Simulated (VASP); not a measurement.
Set up this calculation in VASP 6.6.1, as the native input.

```
Task                   : single point
Functional             : PBE
Potentials or basis    : VASP PAW PBE potentials, release 64 (K_sv, Br)
Cutoff                 : 520 eV
k mesh                 : 6 × 6 × 6
Occupations            : gaussian, width 0.05 eV
Spin                   : no spin polarisation
Dipole correction      : no
Further INCAR settings : ALGO = Normal; EDIFF = 1e-06; NBANDS = 15
```

The structure of KBr lies in POSCAR:

```
KBr
1.0
    0.0000000000      3.3912750000      3.1937250000
    3.3912750000      0.0000000000      3.1937250000
    3.3912750000      3.3912750000      0.0000000000
K Br
1 1
Direct
    0.0000000000      0.0000000000      0.0000000000
    0.5000000000      0.5000000000      0.5000000000
```

This cell differs from its parent crystal: strain +0.030 along x and y, -0.030 along z.

These files were run (other wordings do the same):

INCAR

```
SYSTEM = KBr
PREC = Accurate
ENCUT = 520
EDIFF = 1E-6
ISMEAR = 0
SIGMA = 0.05
LREAL = .False.
LASPH = .True.
NELM = 100
ALGO = Normal
ISIF = 2
LWAVE = .False.
LCHARG = .False.
GGA = PE
NBANDS = 15
```

KPOINTS

```
Automatic mesh
0
Gamma
  6 6 6
  0 0 0
```

Potentials or basis: VASP PAW PBE potentials, release 64 (K_sv, Br).

Command:

```sh
$ cat potpaw_PBE.64/K_sv/POTCAR potpaw_PBE.64/Br/POTCAR > POTCAR
$ mpirun -np 1 vasp_std > vasp.out
```

It gave:

- Pressure: 0.6 GPa
- Band gap on the k mesh: 4.35 eV, direct

Caveat: the cell differs from its parent crystal (strain +0.030 along x and y, -0.030 along z).

Run time: 34 s on 1 thread of Intel(R) Xeon(R) Platinum 8488C (Sapphire Rapids) (shared host), peak memory 0.22 GiB.
